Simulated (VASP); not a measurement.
# ScTaN (P-3m1) in VASP: single point with PBEsol

Aim: the single point of ScTaN with PBEsol.

Everything below comes from runs of VASP 6.6.1. Logs are shortened: lines on timing, memory, paths and dates and some standing lists are left out, and cuts for length are marked.

**1. The cell of the first run**

Symmetry: P-3m1, No. 164, trigonal system. Conventional cell: a = 3.085 Å, b = 3.085 Å, c = 10.340 Å, α = 90.00°, β = 90.00°, γ = 120.00°. Ta (site symmetry 3m) has 3 N at 2.20 Å within 2.9 Å. Sc (site symmetry -3m) has 6 Sc at 3.09 Å and 12 Ta at 3.10 to 4.38 Å and 6 N at 4.22 Å within 4.4 Å. Within 2.9 Å of Sc (site symmetry -3m) lie 6 N at 2.23 Å. N (site symmetry 3m) has 3 Ta at 2.20 Å and 3 Sc at 2.23 Å within 2.9 Å.

**2. Single point, PBEsol**

Contents of POSCAR:

```
ScTaN
1.0
    3.0850655424      0.0000000000      0.0000000000
   -1.5425327712      2.6717451321      0.0000000000
    0.0000000000      0.0000000000     10.3401360000
Ta Sc N
2 2 2
Direct
    0.3333333333      0.6666666667      0.2456310000
    0.6666666667      0.3333333333      0.7543690000
    0.0000000000      0.0000000000      0.0000000000
    0.0000000000      0.0000000000      0.5000000000
    0.3333333333      0.6666666667      0.6298410000
    0.6666666667      0.3333333333      0.3701590000
```

Contents of INCAR.step1:

```
PREC = Accurate ; ENCUT = 520
EDIFF = 1E-7 ; ISMEAR = -1
SIGMA = 0.05 ; LREAL = False
LASPH = True ; NELM = 100
ALGO = Normal ; ISIF = 2
LWAVE = False ; LCHARG = True
LMAXMIX = 4 ; GGA = PS
NBANDS = 36
```

Contents of KPOINTS.step1:

```
regular mesh
0
Gamma
  8 8 4
```

Contents of INCAR.step2:

```
PREC = Accurate ; ENCUT = 520
EDIFF = 1E-7 ; ISMEAR = -5
SIGMA = 0.05 ; LREAL = False
LASPH = True ; NELM = 100
ALGO = Normal ; ISIF = 2
LWAVE = False ; LCHARG = False
LMAXMIX = 4 ; GGA = PS
LORBIT = 10 ; NEDOS = 1001
ICHARG = 11
```

Contents of KPOINTS.step2:

```
regular mesh
0
Gamma
  12 12 6
```

Potentials or basis: VASP PAW PBE potentials, release 64 (Ta_pv, Sc_sv, N).

Run with:

```
$ cat potpaw_PBE.64/Ta_pv/POTCAR potpaw_PBE.64/Sc_sv/POTCAR potpaw_PBE.64/N/POTCAR > POTCAR
$ cp INCAR.step1 INCAR
$ cp KPOINTS.step1 KPOINTS
$ mpirun -np 1 vasp_std > vasp.out
$ cp INCAR.step2 INCAR
$ cp KPOINTS.step2 KPOINTS
$ mpirun -np 1 vasp_std > vasp.out
```

OUTCAR:

```text
PREC = Accurate
   ENCUT = 520
   EDIFF = 1E-7
   ISMEAR = -5
   LREAL = False
   LASPH = True
   NELM = 100
   ISIF = 2
   GGA = PS
   LORBIT = 10
   ICHARG = 11

 ion  position               nearest neighbor table
   1  0.333  0.667  0.246-   6 2.20   6 2.20   6 2.20   3 3.10   3 3.10   3 3.10   4 3.18   4 3.18
                             4 3.18
   2  0.667  0.333  0.754-   5 2.20   5 2.20   5 2.20   3 3.10   3 3.10   3 3.10   4 3.18   4 3.18
                             4 3.18
   3  0.000  0.000  0.000-   1 3.10   2 3.10   2 3.10   1 3.10   2 3.10   1 3.10
   4  0.000  0.000  0.500-   5 2.23   6 2.23   6 2.23   5 2.23   6 2.23   5 2.23   1 3.18   2 3.18
                             1 3.18   2 3.18   2 3.18   1 3.18
   5  0.333  0.667  0.630-   2 2.20   2 2.20   2 2.20   4 2.23   4 2.23   4 2.23
   6  0.667  0.333  0.370-   1 2.20   1 2.20   1 2.20   4 2.23   4 2.23   4 2.23

  LATTYP: Found a hexagonal cell.
 ALAT       =     3.0850655424
 C/A-ratio  =     3.3516746591

  Lattice vectors:

 A1 = (   3.0850655424,   0.0000000000,   0.0000000000)
 A2 = (  -1.5425327712,   2.6717451321,   0.0000000000)
 A3 = (   0.0000000000,   0.0000000000,  10.3401360000)

Analysis of symmetry for initial positions (statically):
=====================================================================
 Subroutine PRICEL returns:
 Original cell was already a primitive cell.

 Routine SETGRP: Setting up the symmetry group for a
 hexagonal supercell.

 Subroutine GETGRP returns: Found 12 space group operations
 (whereof 12 operations were pure point group operations)
 out of a pool of 24 trial point group operations.

The static configuration has the point symmetry D_3d.

Analysis of symmetry for dynamics (positions and initial velocities):
=====================================================================
 Subroutine PRICEL returns:
 Original cell was already a primitive cell.

 Routine SETGRP: Setting up the symmetry group for a
 hexagonal supercell.

 Subroutine GETGRP returns: Found 12 space group operations
 (whereof 12 operations were pure point group operations)
 out of a pool of 24 trial point group operations.

The dynamic configuration has the point symmetry D_3d.

 Subroutine INISYM returns: Found 12 space group operations
 (whereof 12 operations are pure point group operations),
 and found     1 'primitive' translations

----------------------------------------------------------------------------------------

[... 117 lines left out ...]
   ISMEAR =    -5;   SIGMA  =   0.05  broadening in eV -4-tet -1-fermi 0-gaus
   EFERMI_NEDOS =   21; number of points for ismear=-14 and -15
   IALGO  =     38    algorithm
   IMIX   =      4    mixing-type and parameters
     AMIX     =   0.40;   BMIX     =  1.00
     AMIX_MAG =   1.60;   BMIX_MAG =  1.00
  volume/ion in A,a.u.               =      14.20        95.86
  Fermi-wavevector in a.u.,A,eV,Ry     =   1.406083  2.657111 26.899650  1.977069
  Thomas-Fermi vector in A             =   2.528479
   LORBIT       =     10    0 simple, 1 ext, 2 COOP (PROOUT), +10 PAW based schemes
   GGA     = PS    functional components
   LHFCALC =     F    Hartree Fock is set to
   AEXX    =    0.0000 exact exchange contribution
   IVDW    =     0    specifies the selected vdW correction
   LEPSILON=     F    determine dielectric tensor
   LRPA    =     F    only Hartree local field effects (RPA)
 non-spin polarized calculation
 Fermi weights with tetrahedron method with Bloechl corrections
  energy-cutoff  :      520.00
  volume of cell :       85.23
 maximum number of plane-waves:      2312
 NGX is ok and might be reduce to    24

 number of electron      53.9999993 magnetization

 Free energy of the ion-electron system (eV)
  ---------------------------------------------------
  ext. energy  EPLUGINS =         0.00000000
  ---------------------------------------------------
  free energy    TOTEN  =       -62.29010892 eV

  energy without entropy =      -62.29010892  energy(sigma->0) =      -62.29010892

 E-fermi :   6.0483     XC(G=0): -12.1638

 val. band max:        6.0257883906   @ k =   0.2500   0.1667   0.3333
 cond. band min:       6.0184062997   @ k =   0.2500   0.0833   0.1667
 fundamental gap:     -0.0073820909
 Fermi energy:         6.0483101647

 k-point     1 :       0.0000    0.0000    0.0000
  band No.  band energies     occupation
      1     -42.9335      2.00000
      2     -42.5544      2.00000
      3     -28.6557      2.00000
      4     -28.6433      2.00000
      5     -28.2625      2.00000
      6     -28.2625      2.00000
[... 829 lines left out ...]
     31       7.3659      0.00000
     32       8.1925      0.00000

 [... further k-points ...]

------------------------ aborting loop because EDIFF is reached ----------------------------------------

  FORCE on cell =-STRESS in cart. coord.  units (eV):
  Direction    XX          YY          ZZ          XY          YZ          ZX
  --------------------------------------------------------------------------------------
  -------------------------------------------------------------------------------------
  Total       -3.1859843     -3.1859843     -3.5847488      0.0000000     -0.0000000     -0.0000000
  in kB      -59.8919619    -59.8919619    -67.3881658      0.0000000     -0.0000000     -0.0000000
  external PRESSURE =     -62.3906966 kB  Pullay stress =       0.0000000 kB

 VOLUME and BASIS-vectors are now :
 -----------------------------------------------------------------------------
  energy-cutoff  :      520.00
  volume of cell :       85.23
      direct lattice vectors                 reciprocal lattice vectors
     3.085065542  0.000000000  0.000000000     0.324142222  0.187143599  0.000000000
    -1.542532771  2.671745132  0.000000000     0.000000000  0.374287198  0.000000000
     0.000000000  0.000000000 10.340136000     0.000000000  0.000000000  0.096710527

 POSITION                                       TOTAL-FORCE (eV/Angst)
 -----------------------------------------------------------------------------------
     -0.00000      1.78116      2.53986        -0.000000     -0.000000      0.289719
      1.54253      0.89058      7.80028         0.000000      0.000000     -0.289719
      0.00000      0.00000      0.00000        -0.000000      0.000000      0.000000
      0.00000      0.00000      5.17007         0.000000      0.000000      0.000000
     -0.00000      1.78116      6.51264        -0.000000     -0.000000      0.134212
      1.54253      0.89058      3.82749        -0.000000      0.000000     -0.134212
 -----------------------------------------------------------------------------------
    total drift:                                0.000000      0.000000      0.000000

  FREE ENERGIE OF THE ION-ELECTRON SYSTEM (eV)
  ---------------------------------------------------
  free  energy   TOTEN  =       -62.2901089183 eV

  energy  without entropy=      -62.2901089183  energy(sigma->0) =      -62.29010892

 total charge

# of ion       s       p       d       tot
------------------------------------------
    1        0.312   6.214   2.266   8.792
    2        0.312   6.214   2.266   8.792
    3        2.282   6.151   1.117   9.550
    4        2.200   6.252   1.279   9.732
    5        1.235   2.469   0.000   3.704
    6        1.235   2.469   0.000   3.704
--------------------------------------------------
tot          7.578  29.769   6.928  44.275
```

OSZICAR.step1:

```text
N       E                     dE             d eps       ncg     rms          rms(c)
DAV:   1     0.730870997800E+03    0.73087E+03   -0.26097E+04  2520   0.163E+03
DAV:   2     0.181804294251E+02   -0.71269E+03   -0.70023E+03  2624   0.578E+02
DAV:   3    -0.650215975710E+02   -0.83202E+02   -0.80484E+02  3940   0.177E+02
DAV:   4    -0.703895794064E+02   -0.53680E+01   -0.52963E+01  4184   0.466E+01
DAV:   5    -0.704903636096E+02   -0.10078E+00   -0.99966E-01  4128   0.689E+00    0.303E+01
DAV:   6    -0.630862772914E+02    0.74041E+01   -0.44941E+01  3888   0.378E+01    0.139E+01
DAV:   7    -0.627093879199E+02    0.37689E+00   -0.91127E+00  3944   0.143E+01    0.725E+00
DAV:   8    -0.624850403675E+02    0.22435E+00   -0.49209E+00  3608   0.883E+00    0.344E+00
DAV:   9    -0.623189302495E+02    0.16611E+00   -0.15199E+00  4008   0.531E+00    0.588E-01
DAV:  10    -0.623109399020E+02    0.79903E-02   -0.97254E-02  3760   0.123E+00    0.286E-01
DAV:  11    -0.623102009506E+02    0.73895E-03   -0.52547E-03  4004   0.547E-01    0.120E-01
DAV:  12    -0.623101644764E+02    0.36474E-04   -0.70942E-04  3912   0.152E-01    0.452E-02
DAV:  13    -0.623101639325E+02    0.54390E-06   -0.26028E-05  3488   0.359E-02    0.101E-02
DAV:  14    -0.623101632527E+02    0.67986E-06   -0.71011E-06  4112   0.162E-02    0.390E-03
DAV:  15    -0.623101630691E+02    0.18361E-06   -0.52873E-07  3000   0.571E-03    0.141E-03
DAV:  16    -0.623101630236E+02    0.45497E-07   -0.17110E-07  2216   0.290E-03
   1 F= -.62310163E+02 E0= -.62297379E+02  d E =-.255681E-01
```

It took 11 min on 1 thread of Intel Xeon 8259CL, shared host; peak memory 0.38 GiB.

Results:

```yaml
Valence_electrons_inside_the_program's_atomic_spheres: Ta 8.79; Sc 9.55, 9.73; N 3.70
```

Caveat: the PAW data sets were made with another functional, which shifts forces and pressure a little; spin-orbit coupling is left out, which moves the levels of the heavy elements.
